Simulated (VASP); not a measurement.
Crystal: H.

```
H
1.0
    -1.69153    1.69153    2.05847
     1.69153   -1.69153    2.05847
     1.69153    1.69153   -2.05847
H
2
Direct
  0.09014 0.09014 0.00000
  0.90986 0.90986 0.00000
```

* Program: VASP 6.6.1
* Task: relaxation of cell and atoms
* Functional: RPBE
* Potentials or basis: VASP PAW PBE potentials, release 64 (H)
* Cutoff: 600 eV
* k mesh: 11 × 11 × 11
* Occupations: fermi-dirac, width 0.05 eV
* Spin: no spin polarisation

At the start: pressure 1.0 GPa; volume 11.78 Å³/atom.

Problem. How do energy, volume and symmetry change on relaxing?

Solution. Over 15 steps the energy falls by 10.4 meV/atom and the volume is 15.78 Å³/atom (+34.0 %); space group I4/mmm (No. 139, to 0.05 Å).

The path:
| step | energy change (eV) | largest force (eV/Å) | pressure (GPa) | volume (Å³) |
| --- | --- | --- | --- | --- |
| 1 | 0.0000 | 0.0391 | 1.04 | 23.56 |
| 2 | -0.0010 | 0.2019 | 0.60 | 23.82 |
| 3 | -0.0010 | 0.2240 | 0.57 | 23.85 |
| 4 | -0.0015 | 0.2208 | 0.56 | 23.92 |
| 5 | -0.0028 | 0.2129 | 0.53 | 24.16 |
| 6 | -0.0054 | 0.1960 | 0.48 | 24.63 |
| 7 | -0.0098 | 0.1580 | 0.40 | 25.59 |
| 8 | -0.0163 | 0.0676 | 0.28 | 27.59 |
| 9 | -0.0203 | 0.1733 | 0.19 | 31.89 |
| 10 | -0.0172 | 0.4249 | -0.63 | 33.56 |
| 11 | -0.0206 | 0.0253 | -0.01 | 32.28 |
| 12 | -0.0207 | 0.0112 | -0.02 | 32.11 |
| 13 | -0.0207 | 0.0305 | -0.04 | 31.61 |
| 14 | -0.0207 | 0.0234 | -0.03 | 31.70 |
| 15 | -0.0207 | 0.0033 | 0.00 | 31.56 |

Final structure:
```yaml
crystal:
  lattice:
    - [-1.86964, 1.86964, 2.25744]
    - [1.86964, -1.86964, 2.25744]
    - [1.86964, 1.86964, -2.25744]
  atoms:
    - { symbol: H, position: [0.08261, 0.08261, 0.00000] }
    - { symbol: H, position: [0.91739, 0.91739, 0.00000] }
```

Caveat: the volume moved by over 15 % at a fixed basis, so the end points are rough; the PAW data sets were made with another functional, which shifts forces and pressure a little.
